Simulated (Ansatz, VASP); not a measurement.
One calculation of Se, two programs

INCAR

```
PREC = Accurate
ENCUT = 520
EDIFF = 1E-7
ISMEAR = -1
SIGMA = 0.1
LREAL = F
LASPH = T
NELM = 60
ALGO = Normal
ISIF = 2
LWAVE = F
LCHARG = T
GGA = RP
LELF = T
LVHAR = T
NBANDS = 16
```

File KPOINTS:

```
regular mesh
0
Gamma
  9 9 10
```

File POSCAR:

```
Se
1.0
    4.7716937153      0.0000000000      0.0000000000
   -2.3858468576      4.1324079765      0.0000000000
    0.0000000000      0.0000000000      3.5015052152
Se
3
Direct
    1.0000000000      0.0000000000      0.0000000000
    0.3333333333      0.6666666667      0.5000000000
    0.6666666667      0.3333333333      0.5000000000
```

Input for Ansatz:

```yaml
crystal:
  lattice:
    - [4.7716937153, 0.0, 0.0]
    - [-2.3858468576, 4.1324079765, 0.0]
    - [0.0, 0.0, 3.5015052152]
  atoms:
    - { symbol: Se, position: [1.0, 0.0, 0.0] }
    - { symbol: Se, position: [0.3333333333, 0.6666666667, 0.5] }
    - { symbol: Se, position: [0.6666666667, 0.3333333333, 0.5] }
hamiltonian:
  xc: rpbe
  pseudopotentials:
    kind: paw
    azcp:
      Se: "pseudopotentials/Se.paw.azcp"
basis:
  ecutwfc: 420
  fft_grid_basis: typed
kpoints:
  mp_grid: { grid: [9, 9, 10], shift: [0, 0, 0] }
magnetization:
  spin_polarized: false
scf:
  occupations: { method: fermi_dirac, width: 0.1 }
  lower_state_search: "off"
output:
  stress: true
```

Alike in both runs: task single point; functional RPBE; k mesh 9 × 9 × 10; occupations fermi-dirac, width 0.1 eV; no spin polarisation.

|  | VASP | Ansatz |
| --- | --- | --- |
| version | VASP 6.6.1 | Ansatz 0.2.0 |
| potentials or method | VASP PAW PBE potentials, release 64 (Se), cutoff 520 eV | plane waves (420 eV) with PAW, scalar-relativistic |
| valence electrons in the cell | 18 | 48 |

VASP gave:

```
pressure (GPa)                                                : -2.1
traceless stress, the component that is largest in VASP (GPa) : 1.07
```

Q: What did Ansatz give for the same quantities?

A: Pressure (GPa): -2.1; traceless stress, the component that is largest in VASP (GPa): 1.05.

VASP's potentials were made for PBE, not for RPBE. The functional is the same, so the differences come from potentials, cutoffs and numerics. VASP's potentials hold 18 valence electrons a cell and Ansatz's 48, so a difference there can come from the potentials and not from the codes.
